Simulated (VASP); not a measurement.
Ag:

```xyz
1
Lattice="0.0000 2.0427 2.0427 2.0427 0.0000 2.0427 2.0427 2.0427 0.0000" Properties=species:S:1:pos:R:3 pbc="T T T"
Ag    0.0000    0.0000    0.0000
```

```yaml
Program: VASP 6.6.1
Task: relaxation of cell and atoms
Functional: PBEsol
Potentials_or_basis: VASP PAW PBE potentials, release 64 (Ag)
Cutoff: 600 eV
k_mesh: 7 × 7 × 7
Occupations: fermi-dirac, width 0.1 eV
Spin: no spin polarisation
```

At the start: pressure -3.2 GPa; volume 17.05 Å³/atom.

Task: How do energy, volume and symmetry change on relaxing?

Result: Over 3 steps the energy falls by 4.9 meV/atom and the volume is 16.57 Å³/atom (-2.8 %); space group Fm-3m (No. 225, to 0.05 Å).

The path:
```tsv
step	energy change (eV)	largest force (eV/Å)	pressure (GPa)	volume (Å³)
1	0.0000	0.0000	-3.16	17.05
2	-0.0020	0.0000	2.70	16.23
3	-0.0049	0.0000	0.00	16.57
```

Final structure:
```
CELL_PARAMETERS angstrom
0.00000 2.02362 2.02362
2.02362 0.00000 2.02362
2.02362 2.02362 0.00000
ATOMIC_POSITIONS crystal
Ag 0.00000 0.00000 0.00000
```

Caveat: the k points lie up to 0.38 Å⁻¹ apart in the final cell; the PAW data sets were made with another functional, which shifts forces and pressure a little.
